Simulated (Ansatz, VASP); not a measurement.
**Ti: VASP beside Ansatz**

File INCAR:

```
PREC = Accurate ; ENCUT = 520
EDIFF = 1E-7 ; ISMEAR = 0
SIGMA = 0.15 ; LREAL = F
LASPH = T ; NELM = 80
ALGO = Fast ; ISIF = 2
LWAVE = F ; LCHARG = F
NBANDS = 12
```

File KPOINTS:

```
Automatic mesh
0
Gamma
  22 22 22
```

Contents of POSCAR:

```
Ti
1.0
    0.0000000000      1.8208757875      2.1249620440
    1.8208757875      0.0000000000      2.1249620440
    1.8208757875      1.8208757875      0.0000000000
Ti
1
Direct
    0.0000000000      0.0000000000      0.0000000000
```

Input for Ansatz:

```yaml
crystal:
  lattice:
    - [0.0, 1.8208757875, 2.124962044]
    - [1.8208757875, 0.0, 2.124962044]
    - [1.8208757875, 1.8208757875, 0.0]
  atoms:
    - { symbol: Ti, position: [0.0, 0.0, 0.0] }
basis:
  ecutwfc: 520.0
kpoints:
  mp_grid: { grid: [22, 22, 22] }
hamiltonian:
  xc: lda
  pseudopotentials: { kind: paw, azcp: { folder: soft_1 } }
scf:
  occupations: { method: gaussian, width: 0.15 }
output:
  forces: true
  stress: true
  eigenvalues: true
```

Alike in both runs: task single point; functional LDA; k mesh 22 × 22 × 22; occupations gaussian, width 0.15 eV; no spin polarisation.

|  | VASP | Ansatz |
| --- | --- | --- |
| version | VASP 6.6.1 | Ansatz 0.2.0 |
| potentials or method | VASP PAW LDA potentials, release 64 (Ti_sv), cutoff 520 eV | scalar-relativistic, plane waves, PAW |
| valence electrons in the cell | 12 | 12 |

VASP gave:

| Item | Value |
| --- | --- |
| gap on the k mesh at the Fermi level (eV) | none |
| pressure (GPa) | 18.1 |
| traceless stress, the component that is largest in VASP (GPa) | -1.14 |

Problem. Estimate Ansatz's values.

Solution. gap on the k mesh at the Fermi level (eV): none; pressure (GPa): 18.5; traceless stress, the component that is largest in VASP (GPa): -1.01.

Ansatz warns that its potentials were made for another functional, while VASP's fit it. LDA's correlation is that of Perdew and Zunger in VASP and of Perdew and Wang (1992) in Ansatz. A gap of «none» marks a metal or a gap that the smearing closes.
